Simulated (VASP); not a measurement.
# CdS (Hawleyite) (F-43m) in VASP: notebook, part 3 of 3

VASP 6.6.1. Earlier steps stand in the parts before.

**4. Dielectric tensor, LDA**

Contents of INCAR:

```
PREC = Accurate ; ENCUT = 520
EDIFF = 1E-8 ; ISMEAR = 0
SIGMA = 0.01 ; LREAL = F
LASPH = T ; NELM = 60
ALGO = Normal ; ISIF = 2
LWAVE = F ; LCHARG = F
LEPSILON = T
```

Contents of KPOINTS:

```
regular mesh
0
Gamma
  8 8 8
```

Contents of POSCAR:

```
CdS
1.0
    0.0000000000      2.9165000000      2.9165000000
    2.9165000000      0.0000000000      2.9165000000
    2.9165000000      2.9165000000      0.0000000000
Cd S
1 1
Direct
    0.0000000000      0.0000000000      0.0000000000
    0.7500000000      0.7500000000      0.7500000000
```

Potentials or basis: VASP PAW LDA potentials, release 64 (Cd, S).

The run is started by

```bash
$ cat potpaw_LDA.64/Cd/POTCAR potpaw_LDA.64/S/POTCAR > POTCAR
$ mpirun -np 1 vasp_std > vasp.out
```

OUTCAR:

```text
PREC = Accurate
   ENCUT = 520
   EDIFF = 1E-8
   ISMEAR = 0
   LREAL = F
   LASPH = T
   NELM = 60
   ISIF = 2
   LEPSILON = T

 ion  position               nearest neighbor table
   1  0.000  0.000  0.000-   2 2.53   2 2.53   2 2.53   2 2.53
   2  0.750  0.750  0.750-   1 2.53   1 2.53   1 2.53   1 2.53

  LATTYP: Found a face centered cubic cell.
 ALAT       =     5.8330000000

  Lattice vectors:

 A1 = (   0.0000000000,   2.9165000000,   2.9165000000)
 A2 = (   2.9165000000,   0.0000000000,   2.9165000000)
 A3 = (   2.9165000000,   2.9165000000,   0.0000000000)

Analysis of symmetry for initial positions (statically):
=====================================================================
 Subroutine PRICEL returns:
 Original cell was already a primitive cell.

 Routine SETGRP: Setting up the symmetry group for a
 face centered cubic supercell.

 Subroutine GETGRP returns: Found 24 space group operations
 (whereof 24 operations were pure point group operations)
 out of a pool of 48 trial point group operations.

The static configuration has the point symmetry T_d .

Analysis of symmetry for dynamics (positions and initial velocities):
=====================================================================
 Subroutine PRICEL returns:
 Original cell was already a primitive cell.

 Routine SETGRP: Setting up the symmetry group for a
 face centered cubic supercell.

 Subroutine GETGRP returns: Found 24 space group operations
 (whereof 24 operations were pure point group operations)
 out of a pool of 48 trial point group operations.

The dynamic configuration has the point symmetry T_d .

 Subroutine INISYM returns: Found 24 space group operations
 (whereof 24 operations are pure point group operations),
 and found     1 'primitive' translations

[... 558 lines left out ...]

 HEAD OF MICROSCOPIC STATIC DIELECTRIC TENSOR (INDEPENDENT PARTICLE, excluding Hartree and local field effects)
 ------------------------------------------------------
           7.983846     0.000000     0.000000
           0.000000     7.983846    -0.000000
           0.000000     0.000000     7.983846
 ------------------------------------------------------

 Free energy of the ion-electron system (eV)
  ---------------------------------------------------
  ---------------------------------------------------
  free energy    TOTEN  =        -0.93889701 eV

  energy without entropy =       -0.93889701

------------------------ aborting loop because EDIFF is reached ----------------------------------------

--------------------------------------- Ionic step        2  -------------------------------------------

------------------------ aborting loop because EDIFF is reached ----------------------------------------

--------------------------------------- Ionic step        3  -------------------------------------------

 Free energy of the ion-electron system (eV)
  ---------------------------------------------------
  ---------------------------------------------------
  free energy    TOTEN  =        -0.93889673 eV

  energy without entropy =       -0.93889673

------------------------ aborting loop because EDIFF is reached ----------------------------------------

 PIEZOELECTRIC TENSOR FIELD DIRECTION 3  (e Angst)
 -----------------------------------------------------------------------------
    -0.00130  2.02257  0.00000           ( -0.00000 -0.03081  0.00000)
     2.02257 -0.00130  0.00000           ( -0.03081 -0.00000  0.00000)
     0.00000  0.00000  0.00056           (  0.00000  0.00000 -0.00000)

 PIEZOELECTRIC TENSOR FIELD DIRECTION 3  (C/m^2)
 -----------------------------------------------------------------------------
    -0.00042  0.65313  0.00000
     0.65313 -0.00042  0.00000
     0.00000  0.00000  0.00018

 MACROSCOPIC STATIC DIELECTRIC TENSOR (including local field effects in DFT)
 ------------------------------------------------------
           7.546041     0.000000    -0.000000
           0.000000     7.546041    -0.000000
           0.000000     0.000000     7.546041
 ------------------------------------------------------

 PIEZOELECTRIC TENSOR (including local field effects)  for field in x, y, z        (e  Angst)
          XX          YY          ZZ          XY          YZ          ZX
  --------------------------------------------------------------------------------
  x     0.00000    -0.00000    -0.00000     0.00000     2.03755     0.00000
  y    -0.00000     0.00000    -0.00000     0.00000     0.00000     2.03755
  z     0.00000    -0.00000     0.00000     2.03755     0.00000     0.00000

 PIEZOELECTRIC TENSOR (including local field effects)  for field in x, y, z        (C/m^2)
          XX          YY          ZZ          XY          YZ          ZX
  --------------------------------------------------------------------------------
  x     0.00000    -0.00000    -0.00000     0.00000     0.65797     0.00000
  y    -0.00000     0.00000    -0.00000     0.00000     0.00000     0.65797
  z     0.00000    -0.00000     0.00000     0.65797     0.00000     0.00000

 BORN EFFECTIVE CHARGES (including local field effects) (in |e|, cummulative output)
 ---------------------------------------------------------------------------------
 ion    1
    1     2.22111    -0.00000    -0.00000
    2    -0.00000     2.22111     0.00000
    3    -0.00000    -0.00000     2.22111
 ion    2
    1    -2.22111     0.00000     0.00000
    2     0.00000    -2.22111    -0.00000
    3     0.00000     0.00000    -2.22111
```

stdout:

```text
POSCAR found type information on POSCAR CdS
 POSCAR found :  2 types and       2 ions
 scaLAPACK will be used
 LDA part: xc-table for (Slater(with rela. corr.)+CA(PZ))
 , standard interpolation
 POSCAR, INCAR and KPOINTS ok, starting setup
 FFT: planning ... GRIDC
 FFT: planning ... GRID_SOFT
 FFT: planning ... GRID
 WAVECAR not read
 entering main loop
 Linear response reoptimize wavefunctions to high precision
 Linear response G [H, r] |phi>, progress :
  Direction:   1
 Linear response G [H, r] |phi>, progress :
  Direction:   2
 Linear response G [H, r] |phi>, progress :
  Direction:   3
 Linear response to external field (no local field effect), progress :
  Direction:   1
 dielectric tensor                  component  1 :     8.802     2.857     0.885
 Linear response to external field (no local field effect), progress :
  Direction:   2
 dielectric tensor                  component  2 :     2.857     9.146    -1.170
 Linear response to external field (no local field effect), progress :
  Direction:   3
 dielectric tensor                  component  3 :     0.888    -1.171     6.004
 Linear response to external field, progress :
  Direction:   1
 dielectric tensor                  component  1 :     7.546     1.340     0.569
 Linear response to external field, progress :
  Direction:   2
 dielectric tensor                  component  2 :     1.305     7.546     0.433
 Linear response to external field, progress :
  Direction:   3
 dielectric tensor                  component  3 :     1.022     0.886     7.546
 Born effective charges drift removed
```

It took 87 s on 1 thread of Intel Xeon 6975P-C (Granite Rapids), shared host; peak memory 0.29 GiB.

What came out:

- Band gap on the k mesh: 0.89 eV, direct
- Electronic dielectric tensor (diagonal): 7.55
- Born charges (mean of the diagonal): Cd +2.22; S -2.22 e

Electronic dielectric tensor:
```
7.55 0.00 0.00
0.00 7.55 0.00
0.00 0.00 7.55
```

Born effective charge tensors (e):
atom 1, Cd
```
2.22 0.00 0.00
0.00 2.22 0.00
0.00 0.00 2.22
```
atom 2, S
```
-2.22  0.00  0.00
 0.00 -2.22  0.00
 0.00  0.00 -2.22
```

LDA gaps usually lie below the measured ones, often by a third to a half.

**5. Dielectric tensor, PBE**

Contents of INCAR:

```
SYSTEM = CdS
PREC = Accurate ; ENCUT = 520
EDIFF = 1E-8 ; ISMEAR = 0
SIGMA = 0.01 ; LREAL = .FALSE.
LASPH = .TRUE. ; NELM = 60
ALGO = Normal ; ISIF = 2
LWAVE = .FALSE. ; LCHARG = .FALSE.
GGA = PE ; LEPSILON = .TRUE.
```

Contents of KPOINTS:

```
regular mesh
0
G
  8 8 8
  0 0 0
```

POSCAR is that of step 4.

Potentials or basis: VASP PAW PBE potentials, release 64 (Cd, S).

The run is started by

```bash
$ cat potpaw_PBE.64/Cd/POTCAR potpaw_PBE.64/S/POTCAR > POTCAR
$ mpirun -np 1 vasp_std > vasp.out
```

OUTCAR:

```text
SYSTEM = CdS
   PREC = Accurate
   ENCUT = 520
   EDIFF = 1E-8
   ISMEAR = 0
   LREAL = .FALSE.
   LASPH = .TRUE.
   NELM = 60
   ISIF = 2
   GGA = PE
   LEPSILON = .TRUE.

 ion  position               nearest neighbor table
   1  0.000  0.000  0.000-   2 2.53   2 2.53   2 2.53   2 2.53
   2  0.750  0.750  0.750-   1 2.53   1 2.53   1 2.53   1 2.53

  LATTYP: Found a face centered cubic cell.
 ALAT       =     5.8330000000

  Lattice vectors:

 A1 = (   0.0000000000,   2.9165000000,   2.9165000000)
 A2 = (   2.9165000000,   0.0000000000,   2.9165000000)
 A3 = (   2.9165000000,   2.9165000000,   0.0000000000)

Analysis of symmetry for initial positions (statically):
=====================================================================
 Subroutine PRICEL returns:
 Original cell was already a primitive cell.

 Routine SETGRP: Setting up the symmetry group for a
 face centered cubic supercell.

[... 604 lines left out ...]

 Free energy of the ion-electron system (eV)
  ---------------------------------------------------
  ---------------------------------------------------
  free energy    TOTEN  =        -0.81327496 eV

  energy without entropy =       -0.81327496

------------------------ aborting loop because EDIFF is reached ----------------------------------------

 PIEZOELECTRIC TENSOR FIELD DIRECTION 3  (e Angst)
 -----------------------------------------------------------------------------
    -0.00124  1.96090  0.00000           ( -0.00000 -0.03057  0.00000)
     1.96090 -0.00124  0.00000           ( -0.03057 -0.00000  0.00000)
     0.00000  0.00000  0.00048           (  0.00000  0.00000 -0.00000)

 PIEZOELECTRIC TENSOR FIELD DIRECTION 3  (C/m^2)
 -----------------------------------------------------------------------------
    -0.00040  0.63321  0.00000
     0.63321 -0.00040  0.00000
     0.00000  0.00000  0.00015

 MACROSCOPIC STATIC DIELECTRIC TENSOR (including local field effects in DFT)
 ------------------------------------------------------
           6.498232     0.000000    -0.000000
           0.000000     6.498232    -0.000000
          -0.000000     0.000000     6.498232
 ------------------------------------------------------

 PIEZOELECTRIC TENSOR (including local field effects)  for field in x, y, z        (e  Angst)
          XX          YY          ZZ          XY          YZ          ZX
  --------------------------------------------------------------------------------
  x     0.00000    -0.00000    -0.00000     0.00000     1.97555     0.00000
  y     0.00000     0.00000     0.00000     0.00000    -0.00000     1.97555
  z    -0.00000    -0.00000     0.00000     1.97555     0.00000     0.00000

 PIEZOELECTRIC TENSOR (including local field effects)  for field in x, y, z        (C/m^2)
          XX          YY          ZZ          XY          YZ          ZX
  --------------------------------------------------------------------------------
  x     0.00000    -0.00000    -0.00000     0.00000     0.63794     0.00000
  y     0.00000     0.00000     0.00000     0.00000    -0.00000     0.63794
  z    -0.00000    -0.00000     0.00000     0.63794     0.00000     0.00000

 BORN EFFECTIVE CHARGES (including local field effects) (in |e|, cummulative output)
 ---------------------------------------------------------------------------------
 ion    1
    1     2.20568     0.00000     0.00000
    2     0.00000     2.20568    -0.00000
    3     0.00000    -0.00000     2.20568
 ion    2
    1    -2.20568     0.00000    -0.00000
    2    -0.00000    -2.20568     0.00000
    3     0.00000     0.00000    -2.20568
```

It took 3.1 min on 1 thread of Intel Xeon 6975P-C, shared host; peak memory 0.32 GiB.

What came out:

```
Band gap on the k mesh                  : 1.15 eV, direct
Electronic dielectric tensor (diagonal) : 6.50
Born charges (mean of the diagonal)     : Cd +2.21; S -2.21 e
```

Electronic dielectric tensor:
```
6.50 0.00 0.00
0.00 6.50 0.00
0.00 0.00 6.50
```

Born effective charge tensors (e):
atom 1, Cd
```
2.21 0.00 0.00
0.00 2.21 0.00
0.00 0.00 2.21
```
atom 2, S
```
-2.21  0.00  0.00
 0.00 -2.21  0.00
 0.00  0.00 -2.21
```

As with any semilocal functional, this PBE gap is likely too small.

**6. Overview**

```csv
task,level,potentials or basis,k mesh,cutoff (eV),ions in elastic constants,gap on the mesh (eV)
elastic constants,LDA,"VASP PAW LDA potentials, release 64 (Cd, S)",6 × 6 × 6,600,relaxed,-
vibrations by perturbation theory,PBE,"VASP PAW PBE potentials, release 64 (Cd, S)",6 × 6 × 6,520,-,-
dielectric tensor,LDA,"VASP PAW LDA potentials, release 64 (Cd, S)",8 × 8 × 8,520,-,0.89
dielectric tensor,PBE,"VASP PAW PBE potentials, release 64 (Cd, S)",8 × 8 × 8,520,-,1.15
```

Alike in all rows: no spin polarisation; cell as given; smearing gaussian 0.01 eV.

Caveats: the cell is under stress, which shifts elastic constants (some runs); the cell wasn't relaxed at this level first, which shifts response properties (some runs).

Absolute energies hang on the potentials; compare differences alone.
